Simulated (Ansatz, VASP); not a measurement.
**Two plane-wave programs on TaBr4**

```
CELL_PARAMETERS angstrom
6.61593 0.00000 0.00000
-3.30797 5.72956 0.00000
0.00000 0.00000 4.85900
ATOMIC_POSITIONS crystal
Ta 0.00000 0.00000 0.50000
Br 0.50000 0.00000 0.00000
Br 0.00000 0.50000 0.00000
Br 0.50000 0.50000 0.00000
Br 0.00000 0.00000 0.00000
```

Alike in both runs: functional PBE; k mesh 3 × 3 × 4; occupations gaussian, width 0.1 eV; collinear spin.

Ansatz relaxed the structure, and its values are those at the end. VASP's run is a single point on that final structure, the one shown.

|  | VASP | Ansatz |
| --- | --- | --- |
| version | VASP 6.6.1 | Ansatz 0.2.0 |
| potentials or method | VASP PAW PBE potentials, release 64 (Ta_pv, Br), cutoff 520 eV | scalar-relativistic, plane waves, PAW |
| valence electrons in the cell | 39 | 41 |

|  | VASP | Ansatz | Ansatz less VASP |
| --- | --- | --- | --- |
| gap on the k mesh at the Fermi level (eV) | none | none | - |
| pressure (GPa) | 0.1 | 0.1 | -0.01 |
| net moment per atom (μB) | 0.56 | 0.56 | 0.000 |
| size of the moment on the site where the two differ most (μB) | 1.90 | 1.39 | -0.512 |

Site moments also hang on the region over which each program counts them. A gap of «none» marks a metal or a gap that the smearing closes. VASP's potentials hold 39 valence electrons a cell and Ansatz's 41, so a difference there can come from the potentials and not from the codes.

The k mesh is coarse, so the values compare programs but aren't converged. Spin-orbit coupling is off throughout.
